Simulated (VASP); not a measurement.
# NaCl (Pm-3m) in VASP: settings compared, part 2 of 2

VASP 6.6.1.

### Step 4. Single point, PBEsol

This run uses another cell than the first one, of 24.91 Å³/atom.

Contents of INCAR:

```
PREC = Accurate
ENCUT = 500
EDIFF = 1E-6
ISMEAR = 0
SIGMA = 0.1
LREAL = False
LASPH = True
NELM = 120
ALGO = Normal
ISIF = 2
LWAVE = False
LCHARG = False
GGA = PS
NBANDS = 14
GGA_COMPAT = False
```

Contents of KPOINTS:

```
regular mesh
0
Gamma
  4 4 4
```

Contents of POSCAR:

```
NaCl
1.0
    3.6798125822      0.0000000000      0.0000000000
    0.0000000000      3.6798125822      0.0000000000
    0.0000000000      0.0000000000      3.6798125822
Na Cl
1 1
Direct
    0.0000000000      0.0000000000      0.0000000000
    0.5000000000      0.5000000000      0.5000000000
```

Potentials or basis: VASP PAW PBE potentials, release 64 (Na_pv, Cl).

Started as:

```console
$ cat potpaw_PBE.64/Na_pv/POTCAR potpaw_PBE.64/Cl/POTCAR > POTCAR
$ mpirun -np 1 vasp_std > vasp.out
```

OUTCAR:

```text
PREC = Accurate
   ENCUT = 500
   EDIFF = 1E-6
   ISMEAR = 0
   LREAL = False
   LASPH = True
   NELM = 120
   ISIF = 2
   GGA = PS

 ion  position               nearest neighbor table
   1  0.000  0.000  0.000-
   2  0.500  0.500  0.500-

  LATTYP: Found a simple cubic cell.
 ALAT       =     3.6798125822

  Lattice vectors:

 A1 = (   3.6798125822,   0.0000000000,   0.0000000000)
 A2 = (   0.0000000000,   3.6798125822,   0.0000000000)
 A3 = (   0.0000000000,   0.0000000000,   3.6798125822)

Analysis of symmetry for initial positions (statically):
=====================================================================
 Subroutine PRICEL returns:
 Original cell was already a primitive cell.

 Routine SETGRP: Setting up the symmetry group for a
 simple cubic supercell.

 Subroutine GETGRP returns: Found 48 space group operations
 (whereof 48 operations were pure point group operations)
 out of a pool of 48 trial point group operations.

The static configuration has the point symmetry O_h .

Analysis of symmetry for dynamics (positions and initial velocities):
=====================================================================
 Subroutine PRICEL returns:
 Original cell was already a primitive cell.

 Routine SETGRP: Setting up the symmetry group for a
 simple cubic supercell.

 Subroutine GETGRP returns: Found 48 space group operations
 (whereof 48 operations were pure point group operations)
 out of a pool of 48 trial point group operations.

The dynamic configuration has the point symmetry O_h .

 Subroutine INISYM returns: Found 48 space group operations
 (whereof 48 operations are pure point group operations),
 and found     1 'primitive' translations

----------------------------------------------------------------------------------------

                                     Primitive cell

  volume of cell :      49.8284

  direct lattice vectors                    reciprocal lattice vectors
     3.679812582  0.000000000  0.000000000     0.271752970  0.000000000  0.000000000
     0.000000000  3.679812582  0.000000000     0.000000000  0.271752970  0.000000000
     0.000000000  0.000000000  3.679812582     0.000000000  0.000000000  0.271752970

  length of vectors
     3.679812582  3.679812582  3.679812582     0.271752970  0.271752970  0.271752970

  position of ions in fractional coordinates (direct lattice)
     0.000000000  0.000000000  0.000000000
     0.500000000  0.500000000  0.500000000

  ion indices of the primitive-cell ions
   primitive index   ion index
                 1           1
                 2           2

----------------------------------------------------------------------------------------

 KPOINTS: regular mesh

Automatic generation of k-mesh.
 Grid dimensions read from file:
 generate k-points for:    4    4    4

 Generating k-lattice:

  Cartesian coordinates                     Fractional coordinates (reciprocal lattice)
     0.067938243  0.000000000  0.000000000     0.250000000  0.000000000  0.000000000
     0.000000000  0.067938243  0.000000000     0.000000000  0.250000000  0.000000000
     0.000000000  0.000000000  0.067938243     0.000000000  0.000000000  0.250000000

[... 23 lines left out ...]
   k-points           NKPTS =     10   k-points in BZ     NKDIM =     10   number of bands    NBANDS=     14
   number of dos      NEDOS =    301   number of ions     NIONS =      2
   total plane-waves  NPLWV =  21952
   dimension x,y,z NGX =    28 NGY =   28 NGZ =   28
   dimension x,y,z NGXF=    56 NGYF=   56 NGZF=   56
   ions per type =               1   1
   NGX,Y,Z   is equivalent  to a cutoff of  12.65, 12.65, 12.65 a.u.
   NGXF,Y,Z  is equivalent  to a cutoff of  25.30, 25.30, 25.30 a.u.
 SYSTEM =  unknown system
   PREC   = accura    normal or accurate (medium, high low for compatibility)
   ISTART =      0    job   : 0-new  1-cont  2-samecut
   ICHARG =      2    charge: 1-file 2-atom 10-const
   ISPIN  =      1    spin polarized calculation?
   LNONCOLLINEAR =      F non collinear calculations
   LSORBIT =      F    spin-orbit coupling
   LASPH  =      T    aspherical Exc in radial PAW
   ENCUT  =  500.0 eV  36.75 Ry    6.06 a.u.   6.71  6.71  6.71*2*pi/ulx,y,z
   NELM   =    120;   NELMIN=  2; NELMDL= -5     # of ELM steps
   EDIFF  = 0.1E-05   stopping-criterion for ELM
   LREAL  =      F    real-space projection
   EDIFFG = 0.1E-04   stopping-criterion for IOM
   NSW    =      0    number of steps for IOM
   IBRION =     -1    ionic relax: 0-MD 1-quasi-New 2-CG
   NFREE  =      0    steps in history (QN), initial steepest desc. (CG)
   ISIF   =      2    stress and relaxation
   ISYM   =      2    0-nonsym 1-usesym 2-fastsym
   POTIM  = 0.5000    time-step for ionic-motion
   TEBEG  =    0.0;   TEEND  =   0.0 temperature during run
   PSTRESS=    0.0 pullay stress
   NELECT =      14.0000    total number of electrons
   NUPDOWN=      -1.0000    fix difference up-down
   EMIN   =  10.00;   EMAX   =-10.00  energy-range for DOS
   EFERMI =   0.00;   METHOD = LEGACY
   ISMEAR =     0;   SIGMA  =   0.10  broadening in eV -4-tet -1-fermi 0-gaus
   EFERMI_NEDOS =   21; number of points for ismear=-14 and -15
   IALGO  =     38    algorithm
   IMIX   =      4    mixing-type and parameters
     AMIX     =   0.40;   BMIX     =  1.00
     AMIX_MAG =   1.60;   BMIX_MAG =  1.00
  volume/ion in A,a.u.               =      24.91       168.13
  Fermi-wavevector in a.u.,A,eV,Ry     =   1.072240  2.026239 15.642585  1.149698
  Thomas-Fermi vector in A             =   2.208004
   LORBIT       =      0    0 simple, 1 ext, 2 COOP (PROOUT), +10 PAW based schemes
   GGA     = PS    functional components
   LHFCALC =     F    Hartree Fock is set to
   AEXX    =    0.0000 exact exchange contribution
   IVDW    =     0    specifies the selected vdW correction
   LEPSILON=     F    determine dielectric tensor
   LRPA    =     F    only Hartree local field effects (RPA)
 non-spin polarized calculation
 Gauss-broadening in eV      SIGMA  =   0.10
  energy-cutoff  :      500.00
  volume of cell :       49.83
 maximum number of plane-waves:      1328
 NGX is ok and might be reduce to    28
   NGX = 13   NGY = 13   NGZ = 13

 number of electron      14.0000003 magnetization

 Free energy of the ion-electron system (eV)
  ---------------------------------------------------
  ext. energy  EPLUGINS =         0.00000000
  ---------------------------------------------------
  free energy    TOTEN  =        -6.60743026 eV

  energy without entropy =       -6.60743026  energy(sigma->0) =       -6.60743026

 E-fermi :  -0.0332     XC(G=0):  -7.9432

 val. band max:       -0.5433104458   @ k =   0.5000   0.5000   0.0000
 cond. band min:       2.8789589457   @ k =   0.0000   0.0000   0.0000
 fundamental gap:      3.4222693915
 Fermi energy:        -0.0332015167

 k-point     1 :       0.0000    0.0000    0.0000
  band No.  band energies     occupation
      1     -22.6448      2.00000
      2     -22.6448      2.00000
      3     -22.6448      2.00000
      4     -13.4603      2.00000
      5      -0.9339      2.00000
      6      -0.9339      2.00000
      7      -0.9339      2.00000
      8       2.8790      0.00000
      9       7.9625      0.00000
     10       7.9625      0.00000
     11      13.7216      0.00000
     12      13.7216      0.00000
     13      13.7216      0.00000
     14      14.8226      0.00000
[... 139 lines left out ...]
      1     -22.6608      2.00000
      2     -22.6608      2.00000
      3     -22.6608      2.00000
      4     -12.8457      2.00000
      5      -2.0147      2.00000
      6      -2.0147      2.00000
      7      -2.0147      2.00000
      8       6.3867      0.00000
      9       6.3867      0.00000
     10       6.3867      0.00000
     11      10.0032      0.00000
     12      13.8338      0.00000
     13      13.8338      0.00000
     14      13.8338      0.00000

------------------------ aborting loop because EDIFF is reached ----------------------------------------

  FORCE on cell =-STRESS in cart. coord.  units (eV):
  Direction    XX          YY          ZZ          XY          YZ          ZX
  --------------------------------------------------------------------------------------
  -------------------------------------------------------------------------------------
  Total       -1.0951704     -1.0951704     -1.0951704      0.0000000      0.0000000     -0.0000000
  in kB      -35.2139866    -35.2139866    -35.2139866      0.0000000      0.0000000     -0.0000000
  external PRESSURE =     -35.2139866 kB  Pullay stress =       0.0000000 kB

 VOLUME and BASIS-vectors are now :
 -----------------------------------------------------------------------------
  energy-cutoff  :      500.00
  volume of cell :       49.83
      direct lattice vectors                 reciprocal lattice vectors
     3.679812582  0.000000000  0.000000000     0.271752970  0.000000000  0.000000000
     0.000000000  3.679812582  0.000000000     0.000000000  0.271752970  0.000000000
     0.000000000  0.000000000  3.679812582     0.000000000  0.000000000  0.271752970

 POSITION                                       TOTAL-FORCE (eV/Angst)
 -----------------------------------------------------------------------------------
      0.00000      0.00000      0.00000         0.000000      0.000000      0.000000
      1.83991      1.83991      1.83991         0.000000      0.000000      0.000000
 -----------------------------------------------------------------------------------
    total drift:                               -0.000000      0.000000      0.000000

  FREE ENERGIE OF THE ION-ELECTRON SYSTEM (eV)
  ---------------------------------------------------
  free  energy   TOTEN  =        -6.6074302583 eV

  energy  without entropy=       -6.6074302583  energy(sigma->0) =       -6.60743026
```

It took 3.5 s on 1 thread of Intel Xeon Platinum 8488C (Sapphire Rapids), shared host; peak memory 0.14 GiB.

Results:

* Free energy: -6.6074 eV
* Pressure: -3.5 GPa
* Band gap on the k mesh: 3.42 eV (least direct gap 3.81 eV)

Levels at points of the mesh, in eV from the valence-band top:
```csv
k point,band 4,band 5,band 6,band 7,band 8,band 9,band 10,band 11
"(0.00, 0.00, 0.00)",-12.92,-0.39,-0.39,-0.39,3.42,8.51,8.51,14.26
"(0.50, 0.00, 0.00)",-12.68,-2.40,-0.20,-0.20,6.31,7.56,10.37,11.37
"(0.50, 0.50, 0.00)",-12.49,-1.83,-1.83,0.00,5.40,9.39,9.94,9.94
"(0.50, 0.50, 0.50)",-12.30,-1.47,-1.47,-1.47,6.93,6.93,6.93,10.55
```

Caveat: the k points lie up to 0.43 Å⁻¹ apart; the PAW data sets were made with another functional, which shifts forces and pressure a little.

### Step 5. Single point, r2SCAN

This run uses another cell than the first one, of 21.91 Å³/atom.

Contents of POSCAR:

```
NaCl
1.0
    3.5253839872      0.0000000000      0.0000000000
    0.0000000000      3.5253839872      0.0000000000
    0.0000000000      0.0000000000      3.5253839872
Na Cl
1 1
Direct
    0.0000000000      0.0000000000      0.0000000000
    0.5000000000      0.5000000000      0.5000000000
```

Contents of INCAR.step1:

```
ALGO = Normal
EDIFF = 1E-5
ENCUT = 550
GGA = PE
GGA_COMPAT = F
ISMEAR = -1
LASPH = T
LCHARG = F
LREAL = F
LWAVE = T
NBANDS = 14
NELM = 120
PREC = Accurate
SIGMA = 0.008617333262145177
```

Contents of INCAR.step2:

```
ALGO = Normal
EDIFF = 1E-6
ENCUT = 550
GGA_COMPAT = F
ISIF = 2
ISMEAR = -1
ISTART = 1
LASPH = T
LCHARG = F
LMIXTAU = T
LREAL = F
LWAVE = F
METAGGA = R2SCAN
NBANDS = 14
NELM = 120
PREC = Accurate
SIGMA = 0.008617333262145177
```

Contents of KPOINTS:

```
k-points
0
Gamma
  3 3 3
```

Potentials or basis: VASP PAW PBE potentials, release 64 (Na_pv, Cl).

Started as:

```console
$ cat potpaw_PBE.64/Na_pv/POTCAR potpaw_PBE.64/Cl/POTCAR > POTCAR
$ cp INCAR.step1 INCAR
$ mpirun -np 1 vasp_std > vasp.out
$ cp INCAR.step2 INCAR
$ mpirun -np 1 vasp_std > vasp.out
```

OUTCAR:

```text
EDIFF = 1E-6
   ENCUT = 550
   ISIF = 2
   ISMEAR = -1
   ISTART = 1
   LASPH = T
   LREAL = F
   METAGGA = R2SCAN
   NELM = 120
   PREC = Accurate

 ion  position               nearest neighbor table
   1  0.000  0.000  0.000-
   2  0.500  0.500  0.500-

  LATTYP: Found a simple cubic cell.
 ALAT       =     3.5253839872

  Lattice vectors:

 A1 = (   3.5253839872,   0.0000000000,   0.0000000000)
 A2 = (   0.0000000000,   3.5253839872,   0.0000000000)
 A3 = (   0.0000000000,   0.0000000000,   3.5253839872)

Analysis of symmetry for initial positions (statically):
=====================================================================
 Subroutine PRICEL returns:
 Original cell was already a primitive cell.

 Routine SETGRP: Setting up the symmetry group for a
 simple cubic supercell.

 Subroutine GETGRP returns: Found 48 space group operations
 (whereof 48 operations were pure point group operations)
 out of a pool of 48 trial point group operations.

The static configuration has the point symmetry O_h .

Analysis of symmetry for dynamics (positions and initial velocities):
=====================================================================
 Subroutine PRICEL returns:
 Original cell was already a primitive cell.

 Routine SETGRP: Setting up the symmetry group for a
 simple cubic supercell.

 Subroutine GETGRP returns: Found 48 space group operations
 (whereof 48 operations were pure point group operations)
 out of a pool of 48 trial point group operations.

The dynamic configuration has the point symmetry O_h .

 Subroutine INISYM returns: Found 48 space group operations
 (whereof 48 operations are pure point group operations),
 and found     1 'primitive' translations

----------------------------------------------------------------------------------------
[... 97 lines left out ...]
   METAGGA = R2SCAN    functional components
   LHFCALC =     F    Hartree Fock is set to
   AEXX    =    0.0000 exact exchange contribution
   IVDW    =     0    specifies the selected vdW correction
   LEPSILON=     F    determine dielectric tensor
   LRPA    =     F    only Hartree local field effects (RPA)
 non-spin polarized calculation
  energy-cutoff  :      550.00
  volume of cell :       43.81
 maximum number of plane-waves:      1310
 NGX is ok and might be reduce to    28
   NGX = 13   NGY = 13   NGZ = 13

 number of electron      13.9999980 magnetization

 Free energy of the ion-electron system (eV)
  ---------------------------------------------------
  ext. energy  EPLUGINS =         0.00000000
  ---------------------------------------------------
  free energy    TOTEN  =       -13.40954408 eV

  energy without entropy =      -13.40954408  energy(sigma->0) =      -13.40954408

 E-fermi :   0.0866     XC(G=0):  -8.7971

 val. band max:       -0.1985388821   @ k =   0.3333   0.3333   0.0000
 cond. band min:       4.6553446617   @ k =   0.0000   0.0000   0.0000
 fundamental gap:      4.8538835438
 Fermi energy:         0.0866003242

 k-point     1 :       0.0000    0.0000    0.0000
  band No.  band energies     occupation
      1     -22.9568      2.00000
      2     -22.9568      2.00000
      3     -22.9568      2.00000
      4     -13.9558      2.00000
      5      -0.5560      2.00000
      6      -0.5560      2.00000
      7      -0.5560      2.00000
      8       4.6553      0.00000
      9       9.1162      0.00000
     10       9.1162      0.00000
     11      16.5174      0.00000
     12      16.5176      0.00000
     13      16.5176      0.00000
     14      16.6648      0.00000
[... 37 lines left out ...]
      1     -22.9756      2.00000
      2     -22.9741      2.00000
      3     -22.9741      2.00000
      4     -13.2879      2.00000
      5      -1.8325      2.00000
      6      -1.6697      2.00000
      7      -1.6697      2.00000
      8       7.6819      0.00000
      9       8.8098      0.00000
     10       8.8098      0.00000
     11      13.4056      0.00000
     12      14.5823      0.00000
     13      14.5823      0.00000
     14      15.7796      0.00000

------------------------ aborting loop because EDIFF is reached ----------------------------------------

  FORCE on cell =-STRESS in cart. coord.  units (eV):
  Direction    XX          YY          ZZ          XY          YZ          ZX
  --------------------------------------------------------------------------------------
  -------------------------------------------------------------------------------------
  Total       -0.3319075     -0.3319075     -0.3319075      0.0000000      0.0000000     -0.0000000
  in kB      -12.1369163    -12.1369163    -12.1369163      0.0000000      0.0000000     -0.0000000
  external PRESSURE =     -12.1369163 kB  Pullay stress =       0.0000000 kB

 VOLUME and BASIS-vectors are now :
 -----------------------------------------------------------------------------
  energy-cutoff  :      550.00
  volume of cell :       43.81
      direct lattice vectors                 reciprocal lattice vectors
     3.525383987  0.000000000  0.000000000     0.283657044  0.000000000  0.000000000
     0.000000000  3.525383987  0.000000000     0.000000000  0.283657044  0.000000000
     0.000000000  0.000000000  3.525383987     0.000000000  0.000000000  0.283657044

 POSITION                                       TOTAL-FORCE (eV/Angst)
 -----------------------------------------------------------------------------------
      0.00000      0.00000      0.00000         0.000000      0.000000      0.000000
      1.76269      1.76269      1.76269         0.000000      0.000000      0.000000
 -----------------------------------------------------------------------------------
    total drift:                               -0.000000      0.000000      0.000000

  FREE ENERGIE OF THE ION-ELECTRON SYSTEM (eV)
  ---------------------------------------------------
  free  energy   TOTEN  =       -13.4095440804 eV

  energy  without entropy=      -13.4095440804  energy(sigma->0) =      -13.40954408
```

OSZICAR.step1:

```text
N       E                     dE             d eps       ncg     rms          rms(c)
DAV:   1     0.973305334519E+02    0.97331E+02   -0.78864E+03   112   0.110E+03
DAV:   2     0.108452256006E+01   -0.96246E+02   -0.88253E+02   118   0.256E+02
DAV:   3    -0.657873484283E+01   -0.76633E+01   -0.76146E+01   148   0.705E+01
DAV:   4    -0.669531274901E+01   -0.11658E+00   -0.11653E+00   130   0.923E+00
DAV:   5    -0.669760593282E+01   -0.22932E-02   -0.22929E-02   142   0.129E+00    0.226E+00
DAV:   6    -0.645311837075E+01    0.24449E+00   -0.33909E-01   136   0.346E+00    0.162E+00
DAV:   7    -0.642069005767E+01    0.32428E-01   -0.98853E-02   136   0.184E+00    0.113E+00
DAV:   8    -0.642094179527E+01   -0.25174E-03   -0.10710E-02   124   0.935E-01    0.357E-01
DAV:   9    -0.642078158545E+01    0.16021E-03   -0.42758E-04   142   0.155E-01    0.161E-01
DAV:  10    -0.642088811968E+01   -0.10653E-03   -0.21765E-04   124   0.112E-01    0.232E-02
DAV:  11    -0.642088689501E+01    0.12247E-05   -0.72371E-06   130   0.253E-02
   1 F= -.64208869E+01 E0= -.64208869E+01  d E =-.630049E-16
```

Wall time 9 s (1 thread of Intel Xeon Platinum 8488C (Sapphire Rapids), shared host); peak memory 0.15 GiB.

Results:

```yaml
Free_energy: -13.4095 eV
Pressure: -1.2 GPa
Band_gap_on_the_k_mesh: 4.85 eV (least direct gap 5.21 eV)
```

Caveat: the k points lie up to 0.59 Å⁻¹ apart; the PAW data sets were made with another functional, which shifts forces and pressure a little; an odd mesh through Γ misses points on the zone boundary, where band edges can lie.

### Step 6. Summary

| level | cell | k mesh | cutoff (eV) | smearing | gap on the mesh (eV) | pressure (GPa) |
| --- | --- | --- | --- | --- | --- | --- |
| PBE | a = 3.604 Å, 2 atoms | 4 × 4 × 4 | 500 | gaussian 0.1 eV | 3.71 | -1.7 |
| PBE | a = 3.669 Å, 2 atoms | 4 × 4 × 4 | 500 | gaussian 0.1 eV | 3.56 | -2.6 |
| PBEsol | a = 3.680 Å, 2 atoms | 4 × 4 × 4 | 500 | gaussian 0.1 eV | 3.42 | -3.5 |
| r2SCAN | a = 3.525 Å, 2 atoms | 3 × 3 × 3 | 550 | fermi-dirac 0.00861733 eV | 4.85 | -1.2 |

Alike in all rows: task single point; potentials or basis VASP PAW PBE potentials, release 64 (Na_pv, Cl); no spin polarisation.

Caveats: all runs use coarse meshes; the PAW data sets were made with another functional, which shifts forces and pressure a little (at least some runs); an odd mesh through Γ misses points on the zone boundary, where band edges can lie (at least some runs).

Absolute energies hang on the potentials; compare differences alone.
